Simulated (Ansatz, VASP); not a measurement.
Ga3SbN2 in VASP and in Ansatz

```xyz
6
Lattice="5.2772 0.0000 0.0000 -2.6386 4.5702 0.0000 0.0000 0.0000 6.5782" Properties=species:S:1:pos:R:3 pbc="T T T"
Ga    2.6386    0.0000    0.0000
Ga   -1.3193    2.2851    0.0000
Ga    1.3193    2.2851    0.0000
Sb    0.0000    0.0000    3.2891
N     0.0000    0.0000    1.3509
N     0.0000    0.0000    5.2273
```

Alike in both runs: functional PBE; k mesh 6 × 6 × 4; occupations gaussian, width 0.1 eV; no spin polarisation.

Ansatz relaxed the structure, and its values are those at the end. VASP's run is a single point on that final structure, the one shown.

```csv
,VASP,Ansatz
version,VASP 6.6.1,Ansatz 0.2.0
potentials or method,"VASP PAW PBE potentials, release 64 (Ga_d, Sb_d_GW, N), cutoff 700 eV","scalar-relativistic, plane waves, PAW"
valence electrons in the cell,64,64
```

|  | VASP | Ansatz | Ansatz less VASP |
| --- | --- | --- | --- |
| gap on the k mesh at the Fermi level (eV) | none | none | - |
| pressure (GPa) | 0.2 | 0.1 | -0.05 |
| rms of the force components (eV/Å) | 0.021 | 0.005 | -0.0162 |

A gap of «none» marks a metal or a gap that the smearing closes.

Spin-orbit coupling is off throughout.
